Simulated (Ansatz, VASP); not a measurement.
# Two plane-wave programs on Ir3O

```
Ir O
1.0
     6.04987    0.00000    0.00000
    -3.02493    5.23934    0.00000
     0.00000    0.00000    3.44297
Ir O
6 2
Direct
  0.81585 0.63170 0.25000
  0.18415 0.81585 0.75000
  0.36830 0.18415 0.25000
  0.18415 0.36830 0.75000
  0.81585 0.18415 0.25000
  0.63170 0.81585 0.75000
  0.33333 0.66667 0.25000
  0.66667 0.33333 0.75000
```

Alike in both runs: task relaxation of cell and atoms; functional PBE; k mesh 6 × 6 × 12; occupations gaussian, width 0.1 eV; no spin polarisation.

|  | VASP | Ansatz |
| --- | --- | --- |
| version | VASP 6.6.1 | Ansatz 0.2.0 |
| potentials or method | VASP PAW PBE potentials, release 64 (Ir, O), cutoff 600 eV | scalar-relativistic, plane waves, PAW |
| valence electrons in the cell | 66 | 114 |

```csv
,VASP,Ansatz,Ansatz less VASP
"gap on the k mesh at the Fermi level, each at its own relaxed structure (eV)",none,none,-
relaxed volume (Å³/atom),13.65,13.63,-0.020
relaxed length of the cell vector where the two differ most in proportion (Å),6.084,6.078,-0.0065
```

A gap of «none» marks a metal or a gap that the smearing closes. VASP's potentials hold 66 valence electrons a cell and Ansatz's 114, so a difference there can come from the potentials and not from the codes.

Spin-orbit coupling is off throughout.
